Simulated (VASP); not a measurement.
# LiCl (P1) in VASP: notebook, part 2 of 2

VASP 6.6.1.

## 4. Single point, PBEsol

The input, INCAR:

```
PREC = Accurate
ENCUT = 520
EDIFF = 1E-6
ISMEAR = -1
SIGMA = 0.086
LREAL = Auto
LASPH = T
NELM = 80
ALGO = Normal
ISIF = 2
LWAVE = F
LCHARG = F
GGA = PS
NBANDS = 54
```

The input, KPOINTS:

```
regular mesh
0
Gamma
  2 2 2
```

The input, POSCAR:

```
LiCl
1.0
    0.0000000000      5.1120739889      5.1120739889
    5.1120739889      0.0000000000      5.1120739889
    5.1120739889      5.1120739889      0.0000000000
Li Cl
8 8
Direct
   -0.0201185468      0.0437201223     -0.0223855328
   -0.0247738981      0.0282658272      0.4849863295
    0.0296753334      0.5491574469     -0.0185428654
   -0.0579652213      0.4891866795      0.5484446246
    0.5227839045     -0.0230630465     -0.0292081062
    0.5161182146      0.0411454334      0.4651962208
    0.4516158227      0.5250376864      0.0185473646
    0.4148597036      0.5165280287      0.5349144997
    0.2449437357      0.2381864000      0.2590974823
    0.2344628624      0.2481440024      0.7765232875
    0.2473263303      0.7478683815      0.2490647637
    0.2509202728      0.7671696475      0.7404814579
    0.7418754126      0.2449432467      0.2511127583
    0.7538604700      0.2715022324      0.7380580774
    0.7547051370      0.7266572252      0.2601874509
    0.7800614797      0.7424417190      0.7452867482
```

Command:

```console
$ cat potpaw_PBE.64/Li_sv/POTCAR potpaw_PBE.64/Cl/POTCAR > POTCAR
$ mpirun -np 1 vasp_std > vasp.out
```

It took 4.3 min on 1 thread of Oxide Virtual Turin-like, shared host; peak memory 0.35 GiB.

The run converged. Its results:

- Free energy: -60.2279 eV
- Largest force: 1.523 eV/Å
- Band gap on the k mesh: 5.88 eV

Forces on the atoms (eV/Å):
```
Li  -0.004  0.250 -0.311
Li  -0.100  0.096  0.113
Li   0.025  0.065 -0.626
Li  -0.226 -0.128  1.238
Li   0.385  0.183 -0.137
Li  -0.151 -0.045 -0.646
Li  -0.229  0.187 -0.003
Li  -0.251  0.104  0.495
Cl   0.001 -0.057  0.313
Cl  -0.249  0.027  0.241
Cl   0.092 -0.095  0.065
Cl   0.107  0.137  0.245
Cl   0.140 -0.109  0.350
Cl  -0.049 -0.037 -1.522
Cl   0.209 -0.318  0.272
Cl   0.300 -0.260 -0.086
```

Levels at points of the mesh, in eV from the valence-band top:
```csv
k point,band 36,band 37,band 38,band 39,band 40,band 41,band 42,band 43,band 44,band 45
"(0.00, 0.00, 0.00)",-0.43,-0.38,-0.17,-0.04,0.00,5.88,6.32,6.35,6.39,6.49
"(0.50, 0.00, 0.00)",-0.83,-0.39,-0.30,-0.27,-0.18,6.78,6.88,7.52,7.60,7.67
"(0.00, 0.50, 0.00)",-0.81,-0.44,-0.37,-0.27,-0.12,6.76,6.83,7.40,7.58,7.75
"(0.00, 0.00, 0.50)",-0.67,-0.60,-0.51,-0.11,-0.05,6.62,6.98,7.32,7.44,7.63
"(0.50, 0.50, 0.50)",-0.72,-0.40,-0.37,-0.29,-0.16,6.73,6.80,7.50,7.56,7.72
"(0.50, 0.50, 0.00)",-0.70,-0.58,-0.50,-0.40,-0.25,7.49,7.74,7.87,7.92,7.97
"(0.00, 0.50, 0.50)",-0.76,-0.54,-0.52,-0.42,-0.23,7.53,7.65,7.75,7.95,8.03
"(0.50, 0.00, 0.50)",-0.76,-0.52,-0.48,-0.34,-0.25,7.55,7.70,7.89,7.93,8.02
```

Caveat: the k points lie up to 0.53 Å⁻¹ apart; the atoms stand as in a frame of molecular dynamics; the PAW data sets were made with another functional, which shifts forces and pressure a little.

## 5. Single point, r2SCAN

The input, POSCAR:

```
LiCl
1.0
    0.0000000000      5.1132230000      5.1132230000
    5.1132230000      0.0000000000      5.1132230000
    5.1132230000      5.1132230000      0.0000000000
Li Cl
8 8
Direct
   -0.0241189363     -0.0010990133      0.0231129172
    0.0008288314     -0.0386429459      0.5317825958
   -0.0095551279      0.4879901581      0.0017299265
    0.0198415950      0.4879373538      0.4770328812
    0.4859581716     -0.0344085325      0.0181886258
    0.4979031816     -0.0004462939      0.5081104423
    0.5160877005      0.4637299214     -0.0250567010
    0.5144735522      0.5262326716      0.4811614905
    0.2391841701      0.2495817217      0.2628338330
    0.2603915378      0.2476926979      0.7373717125
    0.2411810516      0.7577509332      0.2505364034
    0.2499448000      0.7505034496      0.7494373901
    0.7435824723      0.2497160793      0.2492613758
    0.7496542787      0.2514645851      0.7498954182
    0.7510532007      0.7560449642      0.2569184837
    0.7689835745      0.7586665983      0.7398671053
```

The input, INCAR.step1:

```
  PREC = Accurate
  ENCUT = 520
  ISMEAR = -1
  SIGMA = 0.112
  LREAL = Auto
  LASPH = T
  NELM = 60
  NBANDS = 54
  GGA = PE
  ALGO = Normal
  EDIFF = 1E-4
  LWAVE = T
  LCHARG = F
```

The input, INCAR.step2:

```
  PREC = Accurate
  ENCUT = 520
  EDIFF = 1E-7
  ISMEAR = -1
  SIGMA = 0.112
  LREAL = Auto
  LASPH = T
  NELM = 60
  ALGO = Normal
  ISIF = 2
  LWAVE = F
  LCHARG = T
  METAGGA = R2SCAN
  LMIXTAU = T
  LELF = T
  LVHAR = T
  NBANDS = 54
  ISTART = 1
```

KPOINTS is that of step 4.

Command:

```console
$ cat potpaw_PBE.64/Li_sv/POTCAR potpaw_PBE.64/Cl/POTCAR > POTCAR
$ cp INCAR.step1 INCAR
$ mpirun -np 1 vasp_std > vasp.out
$ cp INCAR.step2 INCAR
$ mpirun -np 1 vasp_std > vasp.out
```

It took 16 min on 1 thread of Oxide Virtual Turin-like, shared host; peak memory 0.42 GiB.

Results (log left out):

```yaml
Free_energy: -100.2981 eV
Largest_force: 0.847 eV/Å
Band_gap_on_the_k_mesh: 7.17 eV
```

Forces in eV/Å, atoms in the order of the input:
```
Li  -0.127 -0.001  0.296
Li   0.045 -0.156  0.562
Li  -0.111  0.126  0.067
Li   0.257  0.147 -0.043
Li   0.061 -0.170  0.370
Li   0.074 -0.047  0.023
Li   0.571  0.042 -0.070
Li  -0.070  0.030 -0.400
Cl  -0.454 -0.151  0.093
Cl   0.277  0.101 -0.108
Cl  -0.154  0.124 -0.030
Cl  -0.026  0.265  0.000
Cl   0.085 -0.093  0.217
Cl  -0.312 -0.003  0.029
Cl  -0.171 -0.178 -0.162
Cl   0.054 -0.037 -0.844
```

Levels at points of the mesh, in eV from the valence-band top:
```tsv
k point	band 37	band 38	band 39	band 40	band 41	band 42	band 43	band 44
(0.00, 0.00, 0.00)	-0.38	-0.10	-0.07	0.00	7.17	7.37	7.42	7.44
(0.50, 0.00, 0.00)	-0.37	-0.33	-0.19	-0.15	7.89	8.02	8.58	8.67
(0.00, 0.50, 0.00)	-0.46	-0.34	-0.20	-0.08	7.90	8.06	8.62	8.73
(0.00, 0.00, 0.50)	-0.34	-0.29	-0.23	-0.12	7.90	8.02	8.62	8.68
(0.50, 0.50, 0.50)	-0.36	-0.30	-0.19	-0.18	7.94	8.00	8.67	8.70
(0.50, 0.50, 0.00)	-0.43	-0.42	-0.39	-0.34	8.80	8.89	8.91	8.93
(0.00, 0.50, 0.50)	-0.42	-0.39	-0.38	-0.27	8.72	8.79	8.94	9.01
(0.50, 0.00, 0.50)	-0.45	-0.43	-0.37	-0.28	8.69	8.83	8.92	9.03
```

Caveat: the k points lie up to 0.53 Å⁻¹ apart; the atoms stand as in a frame of molecular dynamics; the PAW data sets were made with another functional, which shifts forces and pressure a little.

## 6. The runs side by side

| level | cell | smearing | gap on the mesh (eV) | largest force (eV/Å) |
| --- | --- | --- | --- | --- |
| PBEsol | a = 7.230 Å, angles 60.0°, 16 atoms, atomic positions A | fermi-dirac 0.086 eV | 6.06 | 0.36 |
| PBEsol | a = 7.230 Å, angles 60.0°, 16 atoms, atomic positions B | fermi-dirac 0.086 eV | 5.94 | 1.04 |
| PBEsol | a = 7.230 Å, angles 60.0°, 16 atoms, atomic positions C | fermi-dirac 0.086 eV | 5.88 | 1.52 |
| r2SCAN | a = 7.231 Å, angles 60.0°, 16 atoms, atomic positions D | fermi-dirac 0.112 eV | 7.17 | 0.85 |

Alike in all rows: task single point; potentials or basis VASP PAW PBE potentials, release 64 (Li_sv, Cl); no spin polarisation; k mesh 2 × 2 × 2; cutoff (eV) 520.

Caveats: all runs use coarse meshes; the atoms stand as in a frame of molecular dynamics; the PAW data sets were made with another functional, which shifts forces and pressure a little.

Total energies depend on the potentials used, so only differences within one code and one set of settings carry meaning.
